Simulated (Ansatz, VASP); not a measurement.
One calculation of Li5Os, two programs

```
Li Os
1.0
     3.20722    0.00000    0.00000
    -1.60361    2.77754    0.00000
     0.00000    0.00000    5.61588
Li Os
5 1
Cartesian
  1.2245 0.1867 2.8079
  2.4332 0.9671 2.8079
  1.1531 1.6237 2.8079
  0.0000 1.8517 1.6539
  0.0000 1.8517 3.9620
  0.0000 1.8517 2.8079
```

Alike in both runs: task single point; functional PBE; k mesh 6 × 6 × 4; occupations gaussian, width 0.1 eV; no spin polarisation.

|  | VASP | Ansatz |
| --- | --- | --- |
| version | VASP 6.6.1 | Ansatz 0.2.0 |
| potentials or method | VASP PAW PBE potentials, release 64 (Li_sv, Os), cutoff 520 eV | scalar-relativistic, plane waves, PAW |
| valence electrons in the cell | 23 | 31 |

|  | VASP | Ansatz | Ansatz less VASP |
| --- | --- | --- | --- |
| gap on the k mesh at the Fermi level (eV) | none | none | - |
| rms of the force components (eV/Å) | 10.086 | 36.978 | +26.8922 |

Atom by atom the forces differ by 46.537 eV/Å (rms over components). A gap of «none» marks a metal or a gap that the smearing closes. VASP's potentials hold 23 valence electrons a cell and Ansatz's 31, so a difference there can come from the potentials and not from the codes.

The k mesh is coarse, so the values compare programs but aren't converged. Neither program's run includes spin-orbit coupling. Noted on VASP's run: the cutoff is short for stress, so the pressure is rough.
